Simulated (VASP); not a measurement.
Runs of VASP 6.6.1 on Be. The structure is that of space group Im-3m (No. 229), or close to it. The cells are those of the table. 

```tsv
task	level	potentials or basis	cell	cutoff (eV)	gap on the mesh (eV)	pressure (GPa)	relaxed volume (Å³/atom)
single point	PBEsol+D3(BJ)	VASP PAW PBE potentials, release 64 (Be)	a = 2.126 Å, angles 109.5°, 1 atom	520	none	0.4	-
relaxation of cell and atoms	BLYP+D3(BJ)	VASP PAW PBE potentials, release 64 (Be)	relaxed from a = 2.170 Å, angles 109.5°, 1 atom	600	none	-0.2	6.84
single point	BLYP+D3(BJ)	VASP PAW PBE potentials, release 64 (Be)	a = 2.070 Å, angles 109.5°, 1 atom	520	none	0.1	-
relaxation of cell and atoms	PBEsol+D3(BJ)	VASP PAW PBE potentials, release 64 (Be)	relaxed from a = 2.170 Å, angles 109.5°, 1 atom	600	none	0.0	7.42
single point	LDA	VASP PAW LDA potentials, release 64 (Be)	a = 2.132 Å, angles 109.5°, 1 atom	520	none	0.4	-
relaxation of cell and atoms	LDA	VASP PAW LDA potentials, release 64 (Be)	relaxed from a = 2.170 Å, angles 109.5°, 1 atom	600	none	0.0	(a)
```

Alike in all rows: no spin polarisation; k mesh 15 × 15 × 15; smearing fermi-dirac 0.1 eV.

Q: Fill in the values left out.

A: (a) 7.49.

Caveats: the PAW data sets were made with another functional, which shifts forces and pressure a little (some runs); pairwise dispersion overbinds metals, which lowers pressure and volume (some runs).

A gap of «none» marks levels without a gap at the run's occupations.
